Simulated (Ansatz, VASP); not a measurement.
## Two plane-wave programs on Ru

Contents of INCAR:

```
PREC = Accurate ; ENCUT = 520
EDIFF = 1E-7 ; ISMEAR = 0
SIGMA = 0.15 ; LREAL = False
LASPH = True ; NELM = 60
ALGO = Fast ; ISIF = 2
LWAVE = False ; LCHARG = False
GGA = PE ; NBANDS = 13
```

Contents of KPOINTS:

```
regular mesh
0
Gamma
  22 22 22
```

POSCAR

```
Ru
1.0
    0.0000000000      2.2428107252      1.4111765083
    2.2428107252      0.0000000000      1.4111765083
    2.2428107252      2.2428107252      0.0000000000
Ru
1
Direct
    0.0000000000      0.0000000000      0.0000000000
```

Input for Ansatz:

```yaml
crystal:
  lattice:
    - [0.0, 2.2428107252, 1.4111765083]
    - [2.2428107252, 0.0, 1.4111765083]
    - [2.2428107252, 2.2428107252, 0.0]
  atoms:
    - { symbol: Ru, position: [0.0, 0.0, 0.0] }
basis:
  ecutwfc: 420
kpoints:
  mp_grid: { grid: [22, 22, 22] }
hamiltonian:
  xc: pbe
scf:
  occupations: { method: gaussian, width: 0.15 }
output:
  forces: true
  stress: true
  eigenvalues: true
  write_density: true
  write_potential: true
  elf: true
  volumetric_format: npy
```

Alike in both runs: task single point; functional PBE; k mesh 22 × 22 × 22; occupations gaussian, width 0.15 eV; no spin polarisation.

|  | VASP | Ansatz |
| --- | --- | --- |
| version | VASP 6.6.1 | Ansatz 0.2.0 |
| potentials or method | VASP PAW PBE potentials, release 64 (Ru_pv), cutoff 520 eV | scalar-relativistic, plane waves, PAW |
| valence electrons in the cell | 14 | 16 |

VASP gave:

| Quantity | Value |
| --- | --- |
| gap on the k mesh at the Fermi level (eV) | none |
| pressure (GPa) | 0.5 |
| traceless stress, the component that is largest in VASP (GPa) | -6.13 |

What did Ansatz give for the same quantities?

gap on the k mesh at the Fermi level (eV): none; pressure (GPa): 0.6; traceless stress, the component that is largest in VASP (GPa): -6.15.

A gap of «none» marks a metal or a gap that the smearing closes. VASP's potentials hold 14 valence electrons a cell and Ansatz's 16, so a difference there can come from the potentials and not from the codes.
